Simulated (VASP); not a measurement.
Wanted: the native input for a VASP 6.6.1 run.

* Task: relaxation of cell and atoms
* Functional: PBE
* Potentials or basis: VASP PAW PBE potentials, release 64 (La, Nb_sv, N)
* Cutoff: 600 eV
* k mesh: 12 × 12 × 6
* Occupations: gaussian, width 0.1 eV
* Spin: no spin polarisation
* Dipole correction: no
* Further INCAR settings: ALGO = Normal; EDIFF = 1e-06; IBRION = 2; EDIFFG = -0.01; NSW = 100; ISIF = 3

The structure of LaNb2N2 lies in POSCAR:

```
LaNb2N2
1.0
    3.6131245587      0.0000000000      0.0000000000
   -1.8065622794      3.1290576549      0.0000000000
    0.0000000000      0.0000000000      6.7745328540
La Nb N
1 2 2
Direct
    0.0000000000      0.0000000000      0.0000000000
    0.3333333333      0.6666666667      0.6309039337
    0.6666666667      0.3333333333      0.3690960663
    0.3333333333      0.6666666667      0.2890011615
    0.6666666667      0.3333333333      0.7109988385
```

The cell was generated, and may not be a known phase.

The input as run:

INCAR

```
PREC = Accurate
ENCUT = 600
EDIFF = 1E-6
ISMEAR = 0
SIGMA = 0.1
LREAL = False
LASPH = True
NELM = 100
ALGO = Normal
ISIF = 3
LWAVE = False
LCHARG = False
GGA = PE
IBRION = 2
NSW = 100
EDIFFG = -0.01
```

KPOINTS

```
Automatic mesh
0
Gamma
  12 12 6
```

Potentials or basis: VASP PAW PBE potentials, release 64 (La, Nb_sv, N).

Launch:

```console
$ cat potpaw_PBE.64/La/POTCAR potpaw_PBE.64/Nb_sv/POTCAR potpaw_PBE.64/N/POTCAR > POTCAR
$ mpirun -np 1 vasp_std > vasp.out
```

It gave:

```yaml
Relaxed_volume: 15.25 Å³/atom
Relaxed_cell: a = 3.613 Å, b = 3.613 Å, c = 6.746 Å, α = 90.00°, β = 90.00°, γ = 120.00°
Space_group_after_relaxing_to_0.1_Å: P-3m1 (No. 164)
Energy_gained_by_relaxing: 0.2 meV/atom
Ionic_steps: 6
Pressure_after_relaxing: 0.0 GPa
Largest_force_after_relaxing: 0.004 eV/Å
Band_gap_on_the_k_mesh: zero (an odd number of electrons rules out a gap without spin polarisation)
```

Caveat: spin-orbit coupling is left out, which moves the levels of the heavy elements.

Wall time 8.3 min on 1 thread of Intel(R) Xeon(R) 6975P-C (Granite Rapids), on a shared host, peak memory 0.44 GiB.
